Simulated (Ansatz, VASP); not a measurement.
# MnO in VASP and in Ansatz

File INCAR:

```
ALGO = Normal
EDIFF = 1E-6
ENCUT = 520
GGA = PE
ISIF = 2
ISMEAR = -1
ISPIN = 2
LASPH = True
LCHARG = False
LMAXMIX = 4
LORBIT = 11
LREAL = False
LWAVE = False
MAGMOM = 4 0
NBANDS = 20
NELM = 150
PREC = Accurate
SIGMA = 0.05
```

The input KPOINTS:

```
k-points
0
Gamma
  13 13 13
```

POSCAR

```
MnO
1.0
    0.0000000000      2.1747792586      2.1747792586
    2.1747792586      0.0000000000      2.1747792586
    2.1747792586      2.1747792586      0.0000000000
Mn O
1 1
Direct
    0.0000000000      0.0000000000      0.0000000000
    0.5000000000      0.5000000000      0.5000000000
```

Input for Ansatz:

```yaml
crystal:
  lattice:
    - [0.0, 2.1747792586, 2.1747792586]
    - [2.1747792586, 0.0, 2.1747792586]
    - [2.1747792586, 2.1747792586, 0.0]
  atoms:
    - { symbol: Mn, position: [0.0, 0.0, 0.0], spin: 4.0 }
    - { symbol: O, position: [0.5, 0.5, 0.5] }
magnetization:
  spin_polarized: true
kpoints:
  mp_grid: { grid: [13, 13, 13] }
scf:
  occupations: { method: fermi_dirac, width: 0.05 }
hamiltonian:
  xc: pbe
  pseudopotentials: { kind: all_electron, lapw: { basis_error: 0.001 } }
output:
  forces: true
  stress: true
  eigenvalues: true
```

Change from the starting cell: volume scaled by 0.9405.

Alike in both runs: task single point; functional PBE; k mesh 13 × 13 × 13; occupations fermi-dirac, width 0.05 eV; collinear spin.

|  | VASP | Ansatz |
| --- | --- | --- |
| version | VASP 6.6.1 | Ansatz 0.2.0 |
| potentials or method | VASP PAW PBE potentials, release 64 (Mn_pv, O), cutoff 520 eV | all-electron LAPW, scalar-relativistic |

|  | VASP | Ansatz | Ansatz less VASP |
| --- | --- | --- | --- |
| pressure (GPa) | 7.8 | 7.4 | -0.31 |
| net moment per atom (μB) | 2.29 | 2.29 | 0.000 |
| size of the moment on the site where the two differ most (μB) | 4.18 | 4.15 | -0.031 |

Site moments also hang on the region over which each program counts them. Ansatz ran all-electron here, and VASP with PAW potentials.
